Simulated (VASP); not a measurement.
# HgTe (Coloradoite) in VASP: further runs

HgTe (Coloradoite) is run at these levels: PBE; tasks: single point.

All numbers are computed with VASP 6.6.1; they aren't measurements. Logs are shortened: lines on timing, memory, paths and dates and some standing lists are left out, and cuts for length are marked.

## Step 1: The cell of the first run

The structure is cubic, space group F-43m (No. 216). The conventional cell has a = 6.429 Å, b = 6.429 Å, c = 6.429 Å, α = 90.00°, β = 90.00°, γ = 90.00°. Within 3.7 Å of Hg (site symmetry -43m) lie 4 Te at 2.78 Å. Within 3.7 Å of Te (site symmetry -43m) lie 4 Hg at 2.78 Å.

## Step 2: Single point, PBE

The input, INCAR:

```
PREC = Accurate
ENCUT = 520
EDIFF = 1E-6
ISMEAR = 0
SIGMA = 0.05
LREAL = F
LASPH = T
NELM = 80
ALGO = Normal
ISIF = 2
LWAVE = F
LCHARG = F
GGA = PE
NBANDS = 16
```

The input, KPOINTS:

```
Automatic mesh
0
Gamma
  6 6 6
```

The input, POSCAR:

```
HgTe
1.0
    0.0000000000      3.2145000000      3.2145000000
    3.2145000000      0.0000000000      3.2145000000
    3.2145000000      3.2145000000      0.0000000000
Hg Te
1 1
Direct
    0.0000000000      0.0000000000      0.0000000000
    0.2500000000      0.2500000000      0.2500000000
```

Potentials or basis: VASP PAW PBE potentials, release 64 (Hg, Te).

Launch:

```bash
$ cat potpaw_PBE.64/Hg/POTCAR potpaw_PBE.64/Te/POTCAR > POTCAR
$ mpirun -np 1 vasp_std > vasp.out
```

OUTCAR:

```text
PREC = Accurate
   ENCUT = 520
   EDIFF = 1E-6
   ISMEAR = 0
   LREAL = F
   LASPH = T
   NELM = 80
   ISIF = 2
   GGA = PE

 ion  position               nearest neighbor table
   1  0.000  0.000  0.000-   2 2.78   2 2.78   2 2.78   2 2.78
   2  0.250  0.250  0.250-   1 2.78   1 2.78   1 2.78   1 2.78

  LATTYP: Found a face centered cubic cell.
 ALAT       =     6.4290000000

  Lattice vectors:

 A1 = (   0.0000000000,   3.2145000000,   3.2145000000)
 A2 = (   3.2145000000,   0.0000000000,   3.2145000000)
 A3 = (   3.2145000000,   3.2145000000,   0.0000000000)

Analysis of symmetry for initial positions (statically):
=====================================================================
 Subroutine PRICEL returns:
 Original cell was already a primitive cell.

 Routine SETGRP: Setting up the symmetry group for a
 face centered cubic supercell.

 Subroutine GETGRP returns: Found 24 space group operations
 (whereof 24 operations were pure point group operations)
 out of a pool of 48 trial point group operations.

The static configuration has the point symmetry T_d .

Analysis of symmetry for dynamics (positions and initial velocities):
=====================================================================
 Subroutine PRICEL returns:
 Original cell was already a primitive cell.

 Routine SETGRP: Setting up the symmetry group for a
 face centered cubic supercell.

 Subroutine GETGRP returns: Found 24 space group operations
 (whereof 24 operations were pure point group operations)
 out of a pool of 48 trial point group operations.

The dynamic configuration has the point symmetry T_d .

 Subroutine INISYM returns: Found 24 space group operations
 (whereof 24 operations are pure point group operations),
 and found     1 'primitive' translations

----------------------------------------------------------------------------------------

                                     Primitive cell

  volume of cell :      66.4309

  direct lattice vectors                    reciprocal lattice vectors
     0.000000000  3.214500000  3.214500000    -0.155545186  0.155545186  0.155545186
     3.214500000  0.000000000  3.214500000     0.155545186 -0.155545186  0.155545186
     3.214500000  3.214500000  0.000000000     0.155545186  0.155545186 -0.155545186

  length of vectors
     4.545989496  4.545989496  4.545989496     0.269412165  0.269412165  0.269412165

  position of ions in fractional coordinates (direct lattice)
     0.000000000  0.000000000  0.000000000
     0.250000000  0.250000000  0.250000000

  ion indices of the primitive-cell ions
   primitive index   ion index
                 1           1
                 2           2

----------------------------------------------------------------------------------------

 KPOINTS: Automatic mesh

Automatic generation of k-mesh.
 Grid dimensions read from file:
 generate k-points for:    6    6    6

 Generating k-lattice:

  Cartesian coordinates                     Fractional coordinates (reciprocal lattice)
    -0.025924198  0.025924198  0.025924198     0.166666667  0.000000000  0.000000000
     0.025924198 -0.025924198  0.025924198     0.000000000  0.166666667  0.000000000
     0.025924198  0.025924198 -0.025924198     0.000000000  0.000000000  0.166666667

  Length of vectors
     0.044902027  0.044902027  0.044902027

  Shift w.r.t. Gamma in fractional coordinates (k-lattice)
     0.000000000  0.000000000  0.000000000

 Subroutine IBZKPT returns following result:
 ===========================================

 Found     16 irreducible k-points:

 Following reciprocal coordinates:
            Coordinates               Weight
  0.000000  0.000000  0.000000      1.000000
  0.166667  0.000000  0.000000      8.000000
  0.333333  0.000000  0.000000      8.000000
  0.500000  0.000000  0.000000      4.000000
  0.166667  0.166667  0.000000      6.000000
  0.333333  0.166667  0.000000     24.000000
[... 8 lines left out ...]
 -0.333333  0.333333  0.166667     24.000000
 -0.333333  0.500000  0.166667     12.000000
   k-points           NKPTS =     16   k-points in BZ     NKDIM =     16   number of bands    NBANDS=     16
   number of dos      NEDOS =    301   number of ions     NIONS =      2
   total plane-waves  NPLWV =  46656
   dimension x,y,z NGX =    36 NGY =   36 NGZ =   36
   dimension x,y,z NGXF=    72 NGYF=   72 NGZF=   72
   ions per type =               1   1
   NGX,Y,Z   is equivalent  to a cutoff of  13.17, 13.17, 13.17 a.u.
   NGXF,Y,Z  is equivalent  to a cutoff of  26.33, 26.33, 26.33 a.u.
 SYSTEM =  unknown system
   PREC   = accura    normal or accurate (medium, high low for compatibility)
   ISTART =      0    job   : 0-new  1-cont  2-samecut
   ICHARG =      2    charge: 1-file 2-atom 10-const
   ISPIN  =      1    spin polarized calculation?
   LNONCOLLINEAR =      F non collinear calculations
   LSORBIT =      F    spin-orbit coupling
   LASPH  =      T    aspherical Exc in radial PAW
   ENCUT  =  520.0 eV  38.22 Ry    6.18 a.u.   8.45  8.45  8.45*2*pi/ulx,y,z
   NELM   =     80;   NELMIN=  2; NELMDL= -5     # of ELM steps
   EDIFF  = 0.1E-05   stopping-criterion for ELM
   LREAL  =      F    real-space projection
   EDIFFG = 0.1E-04   stopping-criterion for IOM
   NSW    =      0    number of steps for IOM
   IBRION =     -1    ionic relax: 0-MD 1-quasi-New 2-CG
   NFREE  =      0    steps in history (QN), initial steepest desc. (CG)
   ISIF   =      2    stress and relaxation
   ISYM   =      2    0-nonsym 1-usesym 2-fastsym
   POTIM  = 0.5000    time-step for ionic-motion
   TEBEG  =    0.0;   TEEND  =   0.0 temperature during run
   PSTRESS=    0.0 pullay stress
   NELECT =      18.0000    total number of electrons
   NUPDOWN=      -1.0000    fix difference up-down
   EMIN   =  10.00;   EMAX   =-10.00  energy-range for DOS
   EFERMI =   0.00;   METHOD = LEGACY
   ISMEAR =     0;   SIGMA  =   0.05  broadening in eV -4-tet -1-fermi 0-gaus
   EFERMI_NEDOS =   21; number of points for ismear=-14 and -15
   IALGO  =     38    algorithm
   IMIX   =      4    mixing-type and parameters
     AMIX     =   0.40;   BMIX     =  1.00
     AMIX_MAG =   1.60;   BMIX_MAG =  1.00
  volume/ion in A,a.u.               =      33.22       224.15
  Fermi-wavevector in a.u.,A,eV,Ry     =   1.059357  2.001894 15.268958  1.122237
  Thomas-Fermi vector in A             =   2.194699
   LORBIT       =      0    0 simple, 1 ext, 2 COOP (PROOUT), +10 PAW based schemes
   GGA     = PE    functional components
   LHFCALC =     F    Hartree Fock is set to
   AEXX    =    0.0000 exact exchange contribution
   IVDW    =     0    specifies the selected vdW correction
   LEPSILON=     F    determine dielectric tensor
   LRPA    =     F    only Hartree local field effects (RPA)
 non-spin polarized calculation
 Gauss-broadening in eV      SIGMA  =   0.05
  energy-cutoff  :      520.00
  volume of cell :       66.43
 maximum number of plane-waves:      1820
 NGX is ok and might be reduce to    36
   NGX = 17   NGY = 17   NGZ = 17

 number of electron      18.0000000 magnetization

 Free energy of the ion-electron system (eV)
  ---------------------------------------------------
  ext. energy  EPLUGINS =         0.00000000
  ---------------------------------------------------
  free energy    TOTEN  =        -3.54386647 eV

  energy without entropy =       -3.54350938  energy(sigma->0) =       -3.54368792

 E-fermi :   3.2929     XC(G=0):  -8.8157

 val. band max:        3.2776227211   @ k =   0.0000   0.0000   0.0000
 cond. band min:       3.9819374856   @ k =   0.5000   0.0000   0.0000
 fundamental gap:      0.7043147644
 Fermi energy:         3.2928512111

 k-point     1 :       0.0000    0.0000    0.0000
  band No.  band energies     occupation
      1      -8.8281      2.00000
      2      -4.1784      2.00000
      3      -4.1784      2.00000
      4      -4.1784      2.00000
      5      -3.6292      2.00000
      6      -3.6292      2.00000
[... 8 lines left out ...]
     15      12.8507      0.00000
     16      12.8507      0.00000

 k-point     2 :       0.1667    0.0000    0.0000
  band No.  band energies     occupation
      1      -8.6907      2.00000
      2      -4.1410      2.00000
      3      -4.1410      2.00000
      4      -4.1224      2.00000
      5      -3.6323      2.00000
      6      -3.6323      2.00000
[... 8 lines left out ...]
     15      11.8398      0.00000
     16      11.8398      0.00000

 k-point     3 :       0.3333    0.0000    0.0000
  band No.  band energies     occupation
      1      -8.3950      2.00000
      2      -4.0761      2.00000
      3      -4.0761      2.00000
      4      -3.8265      2.00000
      5      -3.6227      2.00000
      6      -3.6227      2.00000
[... 8 lines left out ...]
     15      12.1601      0.00000
     16      12.1601      0.00000

 k-point     4 :       0.5000    0.0000    0.0000
  band No.  band energies     occupation
      1      -8.2360      2.00000
      2      -4.0511      2.00000
      3      -4.0511      2.00000
      4      -3.6074      2.00000
      5      -3.6074      2.00000
      6      -3.3122      2.00000
[... 8 lines left out ...]
     15      13.3432      0.00000
     16      13.3432      0.00000
[... 172 lines left out ...]
 k-point    14 :       0.5000    0.3333    0.1667
  band No.  band energies     occupation
      1      -8.1903      2.00000
      2      -4.0044      2.00000
      3      -3.9737      2.00000
      4      -3.7925      2.00000
      5      -3.6048      2.00000
      6      -3.4819      2.00000
[... 8 lines left out ...]
     15      13.5642      0.00000
     16      14.3905      0.00000

 k-point    15 :      -0.3333    0.3333    0.1667
  band No.  band energies     occupation
      1      -8.0826      2.00000
      2      -3.9789      2.00000
      3      -3.9400      2.00000
      4      -3.6815      2.00000
      5      -3.6412      2.00000
      6      -3.1499      2.00000
[... 8 lines left out ...]
     15      13.6619      0.00000
     16      14.3288      0.00000

 k-point    16 :      -0.3333    0.5000    0.1667
  band No.  band energies     occupation
      1      -8.0290      2.00000
      2      -3.9606      2.00000
      3      -3.8819      2.00000
      4      -3.7555      2.00000
      5      -3.6121      2.00000
      6      -3.0231      2.00000
[... 8 lines left out ...]
     15      14.1907      0.00000
     16      14.4845      0.00000

------------------------ aborting loop because EDIFF is reached ----------------------------------------

  FORCE on cell =-STRESS in cart. coord.  units (eV):
  Direction    XX          YY          ZZ          XY          YZ          ZX
  --------------------------------------------------------------------------------------
  -------------------------------------------------------------------------------------
  Total        1.9392648      1.9392648      1.9392648      0.0000000      0.0000000     -0.0000000
  in kB       46.7710805     46.7710805     46.7710805      0.0000000      0.0000000     -0.0000000
  external PRESSURE =      46.7710805 kB  Pullay stress =       0.0000000 kB

 VOLUME and BASIS-vectors are now :
 -----------------------------------------------------------------------------
  energy-cutoff  :      520.00
  volume of cell :       66.43
      direct lattice vectors                 reciprocal lattice vectors
     0.000000000  3.214500000  3.214500000    -0.155545186  0.155545186  0.155545186
     3.214500000  0.000000000  3.214500000     0.155545186 -0.155545186  0.155545186
     3.214500000  3.214500000  0.000000000     0.155545186  0.155545186 -0.155545186

 POSITION                                       TOTAL-FORCE (eV/Angst)
 -----------------------------------------------------------------------------------
      0.00000      0.00000      0.00000         0.000000      0.000000      0.000000
      1.60725      1.60725      1.60725        -0.000000     -0.000000     -0.000000
 -----------------------------------------------------------------------------------
    total drift:                               -0.000000     -0.000000     -0.000000

  FREE ENERGIE OF THE ION-ELECTRON SYSTEM (eV)
  ---------------------------------------------------
  free  energy   TOTEN  =        -3.5438664661 eV

  energy  without entropy=       -3.5435093774  energy(sigma->0) =       -3.54368792
```

It took 14 s on 1 thread of Intel Xeon 6975P-C (Granite Rapids), shared host; peak memory 0.2 GiB.

Results:

```
Free energy            : -3.5439 eV
Pressure               : 4.7 GPa
Band gap on the k mesh : zero (filled and empty bands touch)
```

Levels at points of the mesh, in eV from the Fermi level:
```
           k point  band 5  band 6  band 7  band 8  band 9  band 10  band 11  band 12  band 13  band 14
(0.00, 0.00, 0.00)   -6.92   -6.92   -0.70   -0.02   -0.02    -0.02     4.18     4.18     4.18     6.46
(0.50, 0.00, 0.00)   -6.90   -6.61   -5.62   -1.04   -1.04     0.69     5.00     5.00     6.84     7.93
(0.50, 0.50, 0.00)   -6.86   -6.45   -5.55   -2.36   -2.36     1.87     2.43     8.27     8.91     8.91
```

Caveat: spin-orbit coupling is left out, which moves the levels of the heavy elements.

## Step 3: Single point, PBE

This run uses another cell than the first one, of 32.55 Å³/atom, 0.980 times its volume.

The input, INCAR:

```
ALGO = Normal
EDIFF = 1E-7
ENCUT = 520
GGA = PE
ISIF = 2
ISMEAR = 0
LASPH = True
LCHARG = True
LELF = True
LREAL = False
LVHAR = True
LWAVE = False
NBANDS = 16
NELM = 100
PREC = Accurate
SIGMA = 0.05
```

The input, KPOINTS:

```
k-points
0
Gamma
  6 6 6
```

The input, POSCAR:

```
HgTe
1.0
    0.0000000000      3.2145000000      3.1502100000
    3.2145000000      0.0000000000      3.1502100000
    3.2145000000      3.2145000000      0.0000000000
Hg Te
1 1
Direct
    0.0000000000      0.0000000000      0.0000000000
    0.2500000000      0.2500000000      0.2500000000
```

Potentials or basis: VASP PAW PBE potentials, release 64 (Hg, Te).

Launch:

```bash
$ cat potpaw_PBE.64/Hg/POTCAR potpaw_PBE.64/Te/POTCAR > POTCAR
$ mpirun -np 1 vasp_std > vasp.out
```

It took 24 s on 1 thread of Intel Xeon 6975P-C (Granite Rapids), shared host; peak memory 0.21 GiB.

It converged, with:

```yaml
Free_energy: -3.4994 eV
Pressure: 5.9 GPa
Band_gap_on_the_k_mesh: 0.07 eV, direct
```

Stress tensor (GPa, compression positive):
```
5.83 0.00 0.00
0.00 5.83 0.00
0.00 0.00 5.98
```

Levels at points of the mesh, in eV from the valence-band top:
```tsv
k point	band 7	band 8	band 9	band 10	band 11	band 12
(0.00, 0.00, 0.00)	-0.61	0.00	0.00	0.07	4.18	4.18
(0.50, 0.00, 0.00)	-5.72	-1.09	-0.99	0.73	4.96	5.07
(0.50, 0.50, 0.00)	-5.55	-2.47	-2.47	1.80	2.35	8.47
(0.50, 0.00, 0.50)	-5.65	-2.41	-2.36	1.95	2.44	8.34
```

Caveat: spin-orbit coupling is left out, which moves the levels of the heavy elements.
